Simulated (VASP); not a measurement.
A run of VASP 6.6.1 is set up as follows.

Contents of INCAR:

```
PREC = Accurate ; ENCUT = 520
EDIFF = 1E-7 ; ISMEAR = -1
SIGMA = 0.05 ; LREAL = False
LASPH = True ; NELM = 150
ALGO = Normal ; ISIF = 2
LWAVE = False ; LCHARG = True
MAGMOM = 0 0 0 0 0 0 ; LORBIT = 11
LSORBIT = True ; GGA_COMPAT = False
LORBMOM = True ; GGA = PE
LVHAR = True ; NBANDS = 30
LUSENCCL = False
```

KPOINTS

```
regular mesh
0
Gamma
  13 13 11
```

The input POSCAR:

```
GaAs
1.0
    3.8404235174      0.0000000000      0.0000000000
   -1.9202117587      3.3259043274      0.0000000000
    0.0000000000      0.0000000000      3.2402766840
Ga As
1 1
Direct
    0.0000000000      0.0000000000      0.0000000000
    0.3333333333      0.6666666667      0.5000000000
```

Potentials or basis: VASP PAW PBE potentials, release 64 (Ga_d, As).

Run with:

```sh
$ cat potpaw_PBE.64/Ga_d/POTCAR potpaw_PBE.64/As/POTCAR > POTCAR
$ mpirun -np 1 vasp_ncl > vasp.out
```

(1) Predict the net moment.

(2) What does it give for the pressure?

Results:

(1) 0.00 μB per cell.

(2) 0.2 GPa.
